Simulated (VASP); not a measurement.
Set up this calculation in VASP 6.6.1, as the native input.

- Task: single point
- Functional: PBEsol
- Potentials or basis: VASP PAW PBE potentials, release 64 (Ta_pv)
- Cutoff: 520 eV
- k mesh: 22 × 22 × 22
- Occupations: fermi-dirac, width 0.1 eV
- Spin: no spin polarisation
- Dipole correction: no
- Further INCAR settings: ALGO = Normal; EDIFF = 1e-06; NBANDS = 12

The structure of Ta lies in POSCAR:

```
Ta
1.0
   -1.5734138791      1.5734138791      1.5734138791
    1.5734138791     -1.5734138791      1.5734138791
    1.5734138791      1.5734138791     -1.5734138791
Ta
1
Direct
    0.0000000000      0.0000000000      0.0000000000
```

This cell differs from its parent crystal: volume scaled by 0.88.

The input as run:

INCAR

```
ALGO = Normal
EDIFF = 1E-6
ENCUT = 520
GGA = PS
ISIF = 2
ISMEAR = -1
LASPH = True
LCHARG = True
LELF = True
LREAL = False
LVHAR = True
LWAVE = False
NBANDS = 12
NELM = 100
PREC = Accurate
SIGMA = 0.1
```

KPOINTS

```
k-points
0
Gamma
  22 22 22
```

Potentials or basis: VASP PAW PBE potentials, release 64 (Ta_pv).

Run with:

```console
$ cat potpaw_PBE.64/Ta_pv/POTCAR > POTCAR
$ mpirun -np 1 vasp_std > vasp.out
```

It gave:

```
Pressure : 33.5 GPa
```

Caveat: the PAW data sets were made with another functional, which shifts forces and pressure a little.

Wall time 16 s on 1 thread of Intel(R) Xeon(R) 6975P-C (Granite Rapids), on a shared host, peak memory 0.17 GiB.
